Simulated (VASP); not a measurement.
Set up this calculation in VASP 6.6.1, as the native input.

* Task: single point
* Functional: PBEsol
* Potentials or basis: VASP PAW PBE potentials, release 64 (Ge_d)
* Cutoff: 520 eV
* k mesh: 11 × 11 × 6
* Occupations: fermi-dirac, width 0.05 eV
* Spin: no spin polarisation
* Dipole correction: no
* Further INCAR settings: ALGO = Normal; EDIFF = 1e-07; NBANDS = 36

The structure of Ge lies in POSCAR:

```
Ge
1.0
    3.9176341263      0.0000000000      0.0000000000
   -1.9588170631      3.3927706761      0.0000000000
    0.0000000000      0.0000000000      6.5993779500
Ge
4
Direct
    0.6666666667      0.3333333333      0.0629012500
    0.3333333333      0.6666666667      0.5629012500
    0.6666666667      0.3333333333      0.4370987500
    0.3333333333      0.6666666667      0.9370987500
```

This isn't the form of Ge at room conditions, which is diamond.

This cell differs from its parent crystal: equal xx and yy strain of -2 %.

These files were run (other wordings do the same):

INCAR

```
ALGO     = Normal         # electronic algorithm
EDIFF    = 1E-7           # SCF threshold, eV
ENCUT    = 520            # plane-wave cutoff, eV
GGA      = PS             # functional
ISIF     = 2              # what is computed and relaxed
ISMEAR   = -1             # smearing method
LASPH    = T              # aspherical terms in the spheres
LCHARG   = T              # write CHGCAR
LELF     = T              # ELF
LREAL    = F              # projectors in reciprocal space
LVHAR    = T            
LWAVE    = F              # write WAVECAR
NBANDS   = 36             # bands
NELM     = 60             # most SCF steps
PREC     = Accurate       # precision mode
SIGMA    = 0.05           # smearing width, eV
```

KPOINTS

```
k-points
0
Gamma
  11 11 6
```

Potentials or basis: VASP PAW PBE potentials, release 64 (Ge_d).

Run with:

```sh
$ cat potpaw_PBE.64/Ge_d/POTCAR > POTCAR
$ mpirun -np 1 vasp_std > vasp.out
```

It gave:

| Item | Value |
| --- | --- |
| Pressure | 2.9 GPa |
| Largest force | 0.223 eV/Å |

Caveat: the cell differs from its parent crystal (equal xx and yy strain of -2 %); the PAW data sets were made with another functional, which shifts forces and pressure a little.

Run time: 2.8 min on 1 thread of Intel(R) Xeon(R) Platinum 8488C (Sapphire Rapids), with other jobs on the host, peak memory 0.28 GiB.
